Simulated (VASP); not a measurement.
# TlBr (Pm-3m) in VASP: notebook, part 2 of 2

VASP 6.6.1. The steps go on from the part before.

### 3 Single point, PBE

Input file INCAR:

```
SYSTEM = TlBr
PREC = Accurate
ENCUT = 500
EDIFF = 1E-6
ISMEAR = 0
SIGMA = 0.01
LREAL = .False.
LASPH = .True.
NELM = 120
ALGO = Normal
ISIF = 2
LWAVE = .False.
LCHARG = .True.
GGA = PE
LELF = .True.
LVHAR = .True.
NBANDS = 17
GGA_COMPAT = .False.
```

Input file KPOINTS:

```
Automatic mesh
0
Gamma
  4 4 4
  0 0 0
```

Input file POSCAR:

```
TlBr
1.0
    3.9949064284      0.0000000000      0.0000000000
    0.0000000000      3.9949064284      0.0000000000
    0.0000000000      0.0000000000      3.9949064284
Tl Br
1 1
Direct
    0.0000000000      0.0000000000      0.0000000000
    0.5000000000      0.5000000000      0.5000000000
```

Potentials or basis: VASP PAW PBE potentials, release 64 (Tl_d, Br).

Run with:

```bash
$ cat potpaw_PBE.64/Tl_d/POTCAR potpaw_PBE.64/Br/POTCAR > POTCAR
$ mpirun -np 1 vasp_std > vasp.out
```

Run time: 22 s. Hardware: 1 thread of Intel Xeon 8259CL, shared host; peak memory 0.17 GiB.

Results (log left out):

```
Free energy            : -5.5261 eV
Pressure               : 1.0 GPa
Band gap on the k mesh : 1.88 eV, direct
```

Levels at points of the mesh, in eV from the valence-band top:
```tsv
k point	band 7	band 8	band 9	band 10	band 11	band 12	band 13	band 14
(0.00, 0.00, 0.00)	-4.63	-1.25	-1.25	-1.25	7.04	7.04	7.18	7.18
(0.50, 0.00, 0.00)	-5.47	-0.76	-0.76	0.00	1.88	5.76	5.76	8.05
(0.50, 0.50, 0.00)	-3.74	-2.85	-2.85	-0.68	4.86	4.86	7.34	7.70
(0.50, 0.50, 0.50)	-2.77	-1.86	-1.86	-1.86	2.18	2.18	2.18	12.76
```

Caveat: spin-orbit coupling is left out, which moves the levels of the heavy elements. As with any semilocal functional, this PBE gap is likely too small.

### 4 Single point, PBE

Input file INCAR:

```
PREC = Accurate
ENCUT = 500
EDIFF = 1E-6
ISMEAR = 0
SIGMA = 0.5
LREAL = F
LASPH = T
NELM = 120
ALGO = Normal
ISIF = 2
LWAVE = F
LCHARG = F
GGA = PE
NBANDS = 17
GGA_COMPAT = F
```

Input file KPOINTS:

```
Automatic mesh
0
Gamma
  4 4 4
```

POSCAR is that of step 3.

Run with:

```bash
$ cat potpaw_PBE.64/Tl_d/POTCAR potpaw_PBE.64/Br/POTCAR > POTCAR
$ mpirun -np 1 vasp_std > vasp.out
```

Wall time 19 s (1 thread of Intel Xeon 8259CL, shared host); peak memory 0.17 GiB.

Results (log left out):

```yaml
Free_energy: -5.5262 eV
Pressure: 1.0 GPa
Band_gap_on_the_k_mesh: 1.88 eV, direct
```

Levels at points of the mesh, in eV from the valence-band top:
| k point | band 7 | band 8 | band 9 | band 10 | band 11 | band 12 | band 13 | band 14 |
| --- | --- | --- | --- | --- | --- | --- | --- | --- |
| (0.00, 0.00, 0.00) | -4.63 | -1.25 | -1.25 | -1.25 | 7.04 | 7.04 | 7.18 | 7.18 |
| (0.50, 0.00, 0.00) | -5.47 | -0.76 | -0.76 | 0.00 | 1.88 | 5.76 | 5.76 | 8.05 |
| (0.50, 0.50, 0.00) | -3.74 | -2.85 | -2.85 | -0.68 | 4.86 | 4.86 | 7.35 | 7.70 |
| (0.50, 0.50, 0.50) | -2.77 | -1.86 | -1.86 | -1.86 | 2.18 | 2.18 | 2.18 | 12.76 |

Caveat: spin-orbit coupling is left out, which moves the levels of the heavy elements. A k mesh can miss the band edges.

### 5 Single point, PBE

Input file INCAR:

```
  ALGO = Normal
  EDIFF = 1E-6
  ENCUT = 500
  GGA = PE
  GGA_COMPAT = F
  ISIF = 2
  ISMEAR = 1
  LASPH = T
  LCHARG = F
  LREAL = F
  LWAVE = F
  NBANDS = 17
  NELM = 120
  PREC = Accurate
  SIGMA = 0.001
```

Input file KPOINTS:

```
k-points
0
Gamma
  4 4 4
```

POSCAR is that of step 4.

Run with:

```bash
$ cat potpaw_PBE.64/Tl_d/POTCAR potpaw_PBE.64/Br/POTCAR > POTCAR
$ mpirun -np 1 vasp_std > vasp.out
```

Wall time 17 s (1 thread of Intel Xeon 8259CL, shared host); peak memory 0.17 GiB.

The run converged. Its results:

```
Free energy            : -5.5261 eV
Pressure               : 1.0 GPa
Band gap on the k mesh : 1.88 eV, direct
```

Levels at points of the mesh, in eV from the valence-band top:
```csv
k point,band 8,band 9,band 10,band 11,band 12,band 13
"(0.00, 0.00, 0.00)",-1.25,-1.25,-1.25,7.04,7.04,7.18
"(0.50, 0.00, 0.00)",-0.76,-0.76,0.00,1.88,5.76,5.76
"(0.50, 0.50, 0.00)",-2.85,-2.85,-0.68,4.86,4.86,7.34
"(0.50, 0.50, 0.50)",-1.86,-1.86,-1.86,2.18,2.18,2.18
```

Caveat: spin-orbit coupling is left out, which moves the levels of the heavy elements. Expect the measured gap to be larger: semilocal functionals such as PBE lack the derivative discontinuity.

### 6 Single point, PBE

Input file INCAR:

```
SYSTEM = TlBr
PREC = Accurate
ENCUT = 500
EDIFF = 1E-6
ISMEAR = -1
SIGMA = 0.001
LREAL = .False.
LASPH = .True.
NELM = 120
ALGO = Normal
ISIF = 2
LWAVE = .False.
LCHARG = .True.
GGA = PE
LELF = .True.
LVHAR = .True.
NBANDS = 17
GGA_COMPAT = .False.
```

Input file KPOINTS:

```
Automatic mesh
0
Gamma
  4 4 4
  0 0 0
```

POSCAR is that of step 5.

Potentials or basis: VASP PAW PBE potentials, release 64 (Tl_d, Br).

Run with:

```bash
$ cat potpaw_PBE.64/Tl_d/POTCAR potpaw_PBE.64/Br/POTCAR > POTCAR
$ mpirun -np 1 vasp_std > vasp.out
```

OUTCAR:

```text
SYSTEM = TlBr
   PREC = Accurate
   ENCUT = 500
   EDIFF = 1E-6
   ISMEAR = -1
   LREAL = .False.
   LASPH = .True.
   NELM = 120
   ISIF = 2
   GGA = PE

 ion  position               nearest neighbor table
   1  0.000  0.000  0.000-   2 3.46   2 3.46   2 3.46   2 3.46   2 3.46   2 3.46   2 3.46   2 3.46

   2  0.500  0.500  0.500-   1 3.46   1 3.46   1 3.46   1 3.46   1 3.46   1 3.46   1 3.46   1 3.46

  LATTYP: Found a simple cubic cell.
 ALAT       =     3.9949064284

[... 371 lines left out ...]

------------------------ aborting loop because EDIFF is reached ----------------------------------------

  FORCE on cell =-STRESS in cart. coord.  units (eV):
  Direction    XX          YY          ZZ          XY          YZ          ZX
  --------------------------------------------------------------------------------------
  -------------------------------------------------------------------------------------
  Total        0.4119476      0.4119476      0.4119476      0.0000000      0.0000000      0.0000000
  in kB       10.3522018     10.3522018     10.3522018      0.0000000      0.0000000      0.0000000
  external PRESSURE =      10.3522018 kB  Pullay stress =       0.0000000 kB

 VOLUME and BASIS-vectors are now :
 -----------------------------------------------------------------------------
  energy-cutoff  :      500.00
  volume of cell :       63.76
      direct lattice vectors                 reciprocal lattice vectors
     3.994906428  0.000000000  0.000000000     0.250318754  0.000000000  0.000000000
     0.000000000  3.994906428  0.000000000     0.000000000  0.250318754  0.000000000
     0.000000000  0.000000000  3.994906428     0.000000000  0.000000000  0.250318754

 POSITION                                       TOTAL-FORCE (eV/Angst)
 -----------------------------------------------------------------------------------
      0.00000      0.00000      0.00000         0.000000      0.000000      0.000000
      1.99745      1.99745      1.99745         0.000000      0.000000      0.000000
 -----------------------------------------------------------------------------------
    total drift:                                0.000000     -0.000000     -0.000000

  FREE ENERGIE OF THE ION-ELECTRON SYSTEM (eV)
  ---------------------------------------------------
  free  energy   TOTEN  =        -5.5260993340 eV

  energy  without entropy=       -5.5260993340  energy(sigma->0) =       -5.52609933
```

Wall time 19 s (1 thread of Intel Xeon 8259CL, shared host); peak memory 0.17 GiB.

What came out:

```
Free energy            : -5.5261 eV
Pressure               : 1.0 GPa
Band gap on the k mesh : 1.88 eV, direct
```

Caveat: spin-orbit coupling is left out, which moves the levels of the heavy elements. As with any semilocal functional, this PBE gap is likely too small.

### 7 The runs side by side

```csv
level,smearing,gap on the mesh (eV),pressure (GPa)
PBEsol,gaussian 0.01 eV,1.76,-1.3
PBE,gaussian 0.01 eV,1.88,1.0
PBE,gaussian 0.5 eV,1.88,1.0
PBE,methfessel-paxton 0.001 eV,1.88,1.0
PBE,fermi-dirac 0.001 eV,1.88,1.0
```

Alike in all rows: task single point; potentials or basis VASP PAW PBE potentials, release 64 (Tl_d, Br); no spin polarisation; cell as given; k mesh 4 × 4 × 4; cutoff (eV) 500.

On the cell as given the gap runs from 1.76 eV (PBEsol) to 1.88 eV (PBE). The pressure there spans -1.3 GPa (PBEsol) to 1.0 GPa (PBE); a positive pressure means that this level wants a larger cell, a negative one a smaller.

Caveats: spin-orbit coupling is left out, which moves the levels of the heavy elements; the PAW data sets were made with another functional, which shifts forces and pressure a little (some runs).

Total energies depend on the potentials used, so only differences within one code and one set of settings carry meaning.
